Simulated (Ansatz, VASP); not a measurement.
## One calculation of Mo, two programs

Contents of INCAR:

```
  ALGO = Fast
  EDIFF = 1E-6
  ENCUT = 520
  GGA = PS
  ISIF = 2
  ISMEAR = 0
  LASPH = True
  LCHARG = True
  LELF = True
  LREAL = False
  LVHAR = True
  LWAVE = False
  NBANDS = 13
  NELM = 100
  PREC = Accurate
  SIGMA = 0.15
```

The input KPOINTS:

```
k-points
0
Gamma
  22 22 22
```

Contents of POSCAR:

```
Mo
1.0
   -1.5081600000      1.5081600000      1.6966800000
    1.5081600000     -1.5081600000      1.6966800000
    1.5081600000      1.5081600000     -1.6966800000
Mo
1
Direct
    0.0000000000      0.0000000000      0.0000000000
```

Input for Ansatz:

```yaml
crystal:
  lattice:
    - [-1.50816, 1.50816, 1.69668]
    - [1.50816, -1.50816, 1.69668]
    - [1.50816, 1.50816, -1.69668]
  atoms:
    - { symbol: Mo, position: [0.0, 0.0, 0.0] }
basis:
  ecutwfc: 420
kpoints:
  mp_grid: { grid: [22, 22, 22] }
hamiltonian:
  xc: pbesol
scf:
  occupations: { method: gaussian, width: 0.15 }
output:
  forces: true
  stress: true
  eigenvalues: true
```

Change from the starting cell: strain -0.040 along x and y, +0.080 along z, atoms carried along.

Alike in both runs: task single point; functional PBEsol; k mesh 22 × 22 × 22; occupations gaussian, width 0.15 eV; no spin polarisation.

|  | VASP | Ansatz |
| --- | --- | --- |
| version | VASP 6.6.1 | Ansatz 0.2.0 |
| potentials or method | VASP PAW PBE potentials, release 64 (Mo_sv), cutoff 520 eV | scalar-relativistic, plane waves, PAW |
| valence electrons in the cell | 14 | 14 |

|  | VASP | Ansatz | Ansatz less VASP |
| --- | --- | --- | --- |
| gap on the k mesh at the Fermi level (eV) | none | none | - |
| pressure (GPa) | 0.2 | -0.3 | -0.54 |
| traceless stress, the component that is largest in VASP (GPa) | -20.02 | -20.03 | -0.018 |

VASP's potentials were made for PBE, not for PBEsol. A gap of «none» marks a metal or a gap that the smearing closes. With one functional, cell and mesh, what is left measures potentials, basis and numerics.
